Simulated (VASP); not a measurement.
## Mg: single point with PBE

The system is Mg.

```
Mg
1.0
    -1.83599    1.83599    1.67940
     1.83599   -1.83599    1.67940
     1.83599    1.83599   -1.67940
Mg
1
Direct
  0.00000 0.00000 0.00000
```

* Program: VASP 6.6.1
* Task: single point
* Functional: PBE
* Potentials or basis: VASP PAW PBE potentials, release 64 (Mg)
* Cutoff: 500 eV
* k mesh: 4 × 4 × 4, shifted
* Occupations: gaussian, width 0.1 eV
* Spin: no spin polarisation
* Dipole correction: no
* Mended: yes
* Further INCAR settings: ALGO = Normal; EDIFF = 1e-06; NBANDS = 7; ISYM = -1

```json
{
 "Pressure": "0.4 GPa",
 "Band gap on the k mesh": "zero (bands 1 and 2 overlap by 2.56 eV)"
}
```

Stress tensor (GPa, compression positive):
```
 0.19 -1.58  0.23
-1.58 -0.74  0.49
 0.23  0.49  1.74
```

Levels at points of the mesh, in eV from the Fermi level:
```
           k point  band 1  band 2  band 3  band 4  band 5  band 6
(0.01, 0.06, 0.15)   -6.16    7.04   10.59   11.70   13.28   14.29
```

Wall time 2.8 s on 1 thread of Intel(R) Xeon(R) 6975P-C (Granite Rapids), on a shared host, peak memory 0.13 GiB.
